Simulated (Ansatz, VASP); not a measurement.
# Be: VASP beside Ansatz

The input INCAR:

```
ALGO = Normal ; EDIFF = 1E-7
ENCUT = 520 ; GGA = PE
ISIF = 2 ; ISMEAR = -1
LASPH = T ; LCHARG = F
LREAL = F ; LWAVE = F
NBANDS = 7 ; NELM = 60
PREC = Accurate ; SIGMA = 0.1
```

File KPOINTS:

```
k-points
0
Gamma
  16 16 16
```

POSCAR

```
Be
1.0
    2.1434974849      0.0000000000      0.0000000000
    0.0000000000      2.1434974849      0.0000000000
    0.0000000000      0.0000000000      2.1434974849
Be
1
Direct
    0.0000000000      0.0000000000      0.0000000000
```

Input for Ansatz:

```yaml
crystal:
  lattice:
    - [2.1434974849, 0.0, 0.0]
    - [0.0, 2.1434974849, 0.0]
    - [0.0, 0.0, 2.1434974849]
  atoms:
    - { symbol: Be, position: [0.0, 0.0, 0.0] }
hamiltonian:
  xc: pbe
  pseudopotentials:
    kind: paw
    azcp:
      Be: "pseudopotentials/Be.paw.azcp"
basis:
  ecutwfc: 420
  fft_grid_basis: typed
kpoints:
  mp_grid: { grid: [16, 16, 16], shift: [0, 0, 0] }
magnetization:
  spin_polarized: false
scf:
  occupations: { method: fermi_dirac, width: 0.1 }
  lower_state_search: "off"
output:
  stress: true
```

Alike in both runs: task single point; functional PBE; k mesh 16 × 16 × 16; occupations fermi-dirac, width 0.1 eV; no spin polarisation.

|  | VASP | Ansatz |
| --- | --- | --- |
| version | VASP 6.6.1 | Ansatz 0.2.0 |
| potentials or method | VASP PAW PBE potentials, release 64 (Be), cutoff 520 eV | plane waves (420 eV) with PAW, scalar-relativistic |
| valence electrons in the cell | 2 | 2 |

```tsv
	VASP	Ansatz	Ansatz less VASP
pressure (GPa)	3.5	3.5	-0.07
```
